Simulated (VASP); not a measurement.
# Sc (P6_3/mmc) in VASP: single point with LDA

Aim: the single point of Sc with LDA.

Everything below comes from runs of VASP 6.6.1. Logs are shortened: lines on timing, memory, paths and dates and some standing lists are left out, and cuts for length are marked.

### Step 1. The cell of the first run

Symmetry: P6_3/mmc, No. 194, hexagonal system. The conventional cell has a = 3.231 Å, b = 3.231 Å, c = 4.984 Å, α = 90.00°, β = 90.00°, γ = 120.00°. Within 4.1 Å of Sc (site symmetry -6m2) lie 12 Sc at 3.11 to 3.23 Å.

### Step 2. Single point, LDA

INCAR reads:

```
SYSTEM = Sc
PREC     = Accurate       ! precision mode
ENCUT    = 520            ! plane-wave cutoff, eV
EDIFF    = 1E-6           ! SCF threshold, eV
ISMEAR   = 0              ! smearing method
SIGMA    = 0.1            ! smearing width, eV
LREAL    = .False.        ! projectors in reciprocal space
LASPH    = .True.         ! aspherical terms in the spheres
NELM     = 100            ! most SCF steps
ALGO     = Fast           ! electronic algorithm
ISIF     = 2              ! what is computed and relaxed
LWAVE    = .False.        ! write WAVECAR
LCHARG   = .True.         ! write CHGCAR
LELF     = .True.         ! ELF
LVHAR    = .True.       
NBANDS   = 18             ! bands
```

KPOINTS reads:

```
Automatic mesh
0
Gamma
  24 24 12
  0 0 0
```

POSCAR reads:

```
Sc
1.0
    3.2306131615      0.0000000000      0.0000000000
   -1.6153065807      2.7977930676      0.0000000000
    0.0000000000      0.0000000000      4.9838388876
Sc
2
Direct
    0.3333333333      0.6666666667      0.2500000000
    0.6666666667      0.3333333333      0.7500000000
```

Potentials or basis: VASP PAW LDA potentials, release 64 (Sc_sv).

Run with:

```console
$ cat potpaw_LDA.64/Sc_sv/POTCAR > POTCAR
$ mpirun -np 1 vasp_std > vasp.out
```

OUTCAR:

```text
SYSTEM = Sc
   PREC = Accurate
   ENCUT = 520
   EDIFF = 1E-6
   ISMEAR = 0
   LREAL = .False.
   LASPH = .True.
   NELM = 100
   ISIF = 2

 ion  position               nearest neighbor table
   1  0.333  0.667  0.250-   2 3.11   2 3.11   2 3.11   2 3.11   2 3.11   2 3.11
   2  0.667  0.333  0.750-   1 3.11   1 3.11   1 3.11   1 3.11   1 3.11   1 3.11

  LATTYP: Found a hexagonal cell.
 ALAT       =     3.2306131615
 C/A-ratio  =     1.5426913216

  Lattice vectors:

 A1 = (   3.2306131615,   0.0000000000,   0.0000000000)
 A2 = (  -1.6153065807,   2.7977930676,   0.0000000000)
 A3 = (   0.0000000000,   0.0000000000,   4.9838388876)

Analysis of symmetry for initial positions (statically):
=====================================================================
 Subroutine PRICEL returns:
 Original cell was already a primitive cell.

 Routine SETGRP: Setting up the symmetry group for a
 hexagonal supercell.

 Subroutine GETGRP returns: Found 24 space group operations
 (whereof 12 operations were pure point group operations)
 out of a pool of 24 trial point group operations.

The static configuration has the point symmetry D_3d.
 The point group associated with its full space group is D_6h.

Analysis of symmetry for dynamics (positions and initial velocities):
=====================================================================
 Subroutine PRICEL returns:
 Original cell was already a primitive cell.

 Routine SETGRP: Setting up the symmetry group for a
 hexagonal supercell.

 Subroutine GETGRP returns: Found 24 space group operations
 (whereof 12 operations were pure point group operations)
 out of a pool of 24 trial point group operations.

The dynamic configuration has the point symmetry D_3d.
 The point group associated with its full space group is D_6h.

 Subroutine INISYM returns: Found 24 space group operations
 (whereof 12 operations are pure point group operations),
 and found     1 'primitive' translations

----------------------------------------------------------------------------------------

                                     Primitive cell

  volume of cell :      45.0469

  direct lattice vectors                    reciprocal lattice vectors
     3.230613161  0.000000000  0.000000000     0.309538762  0.178712288  0.000000000
    -1.615306581  2.797793068  0.000000000     0.000000000  0.357424576  0.000000000
     0.000000000  0.000000000  4.983838888     0.000000000  0.000000000  0.200648541

  length of vectors
     3.230613161  3.230613161  4.983838888     0.357424576  0.357424576  0.200648541

  position of ions in fractional coordinates (direct lattice)
     0.333333333  0.666666667  0.250000000
     0.666666667  0.333333333  0.750000000

  ion indices of the primitive-cell ions
   primitive index   ion index
                 1           1
                 2           2

----------------------------------------------------------------------------------------

 KPOINTS: Automatic mesh

Automatic generation of k-mesh.
 Grid dimensions read from file:
 generate k-points for:   24   24   12

 Generating k-lattice:

  Cartesian coordinates                     Fractional coordinates (reciprocal lattice)
     0.012897448  0.007446345  0.000000000     0.041666667 -0.000000000  0.000000000
     0.000000000  0.014892691  0.000000000     0.000000000  0.041666667  0.000000000
     0.000000000  0.000000000  0.016720712     0.000000000  0.000000000  0.083333333

  Length of vectors
     0.014892691  0.014892691  0.016720712

  Shift w.r.t. Gamma in fractional coordinates (k-lattice)
     0.000000000  0.000000000  0.000000000

 Subroutine IBZKPT returns following result:
 ===========================================

 Found    427 irreducible k-points:

 Following reciprocal coordinates:
            Coordinates               Weight
  0.000000  0.000000  0.000000      1.000000
  0.041667  0.000000  0.000000      6.000000
  0.083333  0.000000  0.000000      6.000000
  0.125000  0.000000  0.000000      6.000000
  0.166667  0.000000  0.000000      6.000000
  0.208333  0.000000  0.000000      6.000000
[... 16 lines left out ...]
  0.416667  0.041667  0.000000     12.000000
  0.458333  0.041667  0.000000     12.000000
 [... further k-points ...]
   k-points           NKPTS =    427   k-points in BZ     NKDIM =    427   number of bands    NBANDS=     18
   number of dos      NEDOS =    301   number of ions     NIONS =      2
   total plane-waves  NPLWV =  23040
   dimension x,y,z NGX =    24 NGY =   24 NGZ =   40
   dimension x,y,z NGXF=    48 NGYF=   48 NGZF=   80
   ions per type =               2
   NGX,Y,Z   is equivalent  to a cutoff of  12.35, 12.35, 13.34 a.u.
   NGXF,Y,Z  is equivalent  to a cutoff of  24.70, 24.70, 26.69 a.u.
 SYSTEM =  Sc
   PREC   = accura    normal or accurate (medium, high low for compatibility)
   ISTART =      0    job   : 0-new  1-cont  2-samecut
   ICHARG =      2    charge: 1-file 2-atom 10-const
   ISPIN  =      1    spin polarized calculation?
   LNONCOLLINEAR =      F non collinear calculations
   LSORBIT =      F    spin-orbit coupling
   LASPH  =      T    aspherical Exc in radial PAW
   ENCUT  =  520.0 eV  38.22 Ry    6.18 a.u.   6.01  6.01  9.27*2*pi/ulx,y,z
   NELM   =    100;   NELMIN=  2; NELMDL= -5     # of ELM steps
   EDIFF  = 0.1E-05   stopping-criterion for ELM
   LREAL  =      F    real-space projection
   EDIFFG = 0.1E-04   stopping-criterion for IOM
   NSW    =      0    number of steps for IOM
   IBRION =     -1    ionic relax: 0-MD 1-quasi-New 2-CG
   NFREE  =      0    steps in history (QN), initial steepest desc. (CG)
   ISIF   =      2    stress and relaxation
   ISYM   =      2    0-nonsym 1-usesym 2-fastsym
   POTIM  = 0.5000    time-step for ionic-motion
   TEBEG  =    0.0;   TEEND  =   0.0 temperature during run
   PSTRESS=    0.0 pullay stress
   NELECT =      22.0000    total number of electrons
   NUPDOWN=      -1.0000    fix difference up-down
   EMIN   =  10.00;   EMAX   =-10.00  energy-range for DOS
   EFERMI =   0.00;   METHOD = LEGACY
   ISMEAR =     0;   SIGMA  =   0.10  broadening in eV -4-tet -1-fermi 0-gaus
   EFERMI_NEDOS =   21; number of points for ismear=-14 and -15
   IALGO  =     68    algorithm
   IMIX   =      4    mixing-type and parameters
     AMIX     =   0.40;   BMIX     =  1.00
     AMIX_MAG =   1.60;   BMIX_MAG =  1.00
  volume/ion in A,a.u.               =      22.52       152.00
  Fermi-wavevector in a.u.,A,eV,Ry     =   1.289222  2.436275 22.614136  1.662092
  Thomas-Fermi vector in A             =   2.421128
   LORBIT       =      0    0 simple, 1 ext, 2 COOP (PROOUT), +10 PAW based schemes
   GGA     = CA    functional components
   LHFCALC =     F    Hartree Fock is set to
   AEXX    =    0.0000 exact exchange contribution
   IVDW    =     0    specifies the selected vdW correction
   LEPSILON=     F    determine dielectric tensor
   LRPA    =     F    only Hartree local field effects (RPA)
 non-spin polarized calculation
 RMM-DIIS sequential band-by-band and
 Gauss-broadening in eV      SIGMA  =   0.10
  energy-cutoff  :      520.00
  volume of cell :       45.05
 maximum number of plane-waves:      1242
   NGX = 13   NGY = 13   NGZ = 19

 number of electron      21.9999998 magnetization

 Free energy of the ion-electron system (eV)
  ---------------------------------------------------
  ext. energy  EPLUGINS =         0.00000000
  ---------------------------------------------------
  free energy    TOTEN  =       -13.45794397 eV

  energy without entropy =      -13.43939069  energy(sigma->0) =      -13.44866733

 E-fermi :   3.9970     XC(G=0): -10.5205

 val. band max:        3.9969885707   @ k =   0.3333   0.0417   0.4167
 cond. band min:       3.9975924556   @ k =   0.2917   0.2083   0.4167
 fundamental gap:      0.0006038849
 Fermi energy:         3.9970278045

 k-point     1 :       0.0000    0.0000    0.0000
  band No.  band energies     occupation
      1     -44.5968      2.00000
      2     -44.4826      2.00000
      3     -23.8676      2.00000
      4     -23.3885      2.00000
      5     -23.3885      2.00000
      6     -23.2928      2.00000
[... 10 lines left out ...]
     17       6.4045      0.00000
     18       6.4046      0.00000

 k-point     2 :       0.0417    0.0000    0.0000
  band No.  band energies     occupation
      1     -44.5956      2.00000
      2     -44.4822      2.00000
      3     -23.8644      2.00000
      4     -23.3945      2.00000
      5     -23.3906      2.00000
      6     -23.2992      2.00000
[... 10 lines left out ...]
     17       6.3683      0.00000
     18       6.3773      0.00000

 k-point     3 :       0.0833    0.0000    0.0000
  band No.  band energies     occupation
      1     -44.5918      2.00000
      2     -44.4811      2.00000
      3     -23.8549      2.00000
      4     -23.4122      2.00000
      5     -23.3969      2.00000
      6     -23.3178      2.00000
[... 10 lines left out ...]
     17       6.2803      0.00000
     18       6.3005      0.00000

 k-point     4 :       0.1250    0.0000    0.0000
  band No.  band energies     occupation
      1     -44.5859      2.00000
      2     -44.4794      2.00000
      3     -23.8394      2.00000
      4     -23.4403      2.00000
      5     -23.4067      2.00000
      6     -23.3471      2.00000
[... 375 lines left out ...]
      4     -23.6494      2.00000
      5     -23.6048      2.00000
      6     -23.4939      2.00000
[... 10 lines left out ...]
     17       7.8209      0.00000
     18       8.3701      0.00000

 k-point    23 :       0.4167    0.0417    0.0000
  band No.  band energies     occupation
      1     -44.5138      2.00000
      2     -44.4716      2.00000
      3     -23.7344      2.00000
      4     -23.6249      2.00000
      5     -23.6240      2.00000
      6     -23.5016      2.00000
[... 10 lines left out ...]
     17       8.0924      0.00000
     18       8.4510      0.00000

 k-point    24 :       0.4583    0.0417    0.0000
  band No.  band energies     occupation
      1     -44.5097      2.00000
      2     -44.4724      2.00000
      3     -23.7467      2.00000
      4     -23.6353      2.00000
      5     -23.6089      2.00000
      6     -23.5055      2.00000
[... 10 lines left out ...]
     17       8.2877      0.00000
     18       8.4993      0.00000

 [... further k-points ...]
[... 5 lines left out ...]
  --------------------------------------------------------------------------------------
  -------------------------------------------------------------------------------------
  Total        0.0303305      0.0303305      0.0319977      0.0000000      0.0000000      0.0000000
  in kB        1.0787625      1.0787625      1.1380590      0.0000000      0.0000000      0.0000000
  external PRESSURE =       1.0985280 kB  Pullay stress =       0.0000000 kB

 VOLUME and BASIS-vectors are now :
 -----------------------------------------------------------------------------
  energy-cutoff  :      520.00
  volume of cell :       45.05
      direct lattice vectors                 reciprocal lattice vectors
     3.230613161  0.000000000  0.000000000     0.309538762  0.178712288  0.000000000
    -1.615306581  2.797793068  0.000000000     0.000000000  0.357424576  0.000000000
     0.000000000  0.000000000  4.983838888     0.000000000  0.000000000  0.200648541

 POSITION                                       TOTAL-FORCE (eV/Angst)
 -----------------------------------------------------------------------------------
     -0.00000      1.86520      1.24596        -0.000000      0.000000      0.000000
      1.61531      0.93260      3.73788         0.000000      0.000000      0.000000
 -----------------------------------------------------------------------------------
    total drift:                               -0.000000      0.000000     -0.000000

  FREE ENERGIE OF THE ION-ELECTRON SYSTEM (eV)
  ---------------------------------------------------
  free  energy   TOTEN  =       -13.4579439676 eV

  energy  without entropy=      -13.4393906907  energy(sigma->0) =      -13.44866733
```

Wall time 6.8 min (1 thread of Intel Xeon Platinum 8375C at 2.90GHz (Ice Lake), shared host); peak memory 0.36 GiB.

What came out:

- Free energy: -13.4579 eV
- Pressure: 0.1 GPa
- Band gap on the k mesh: zero (bands 11 and 12 overlap by 1.66 eV)
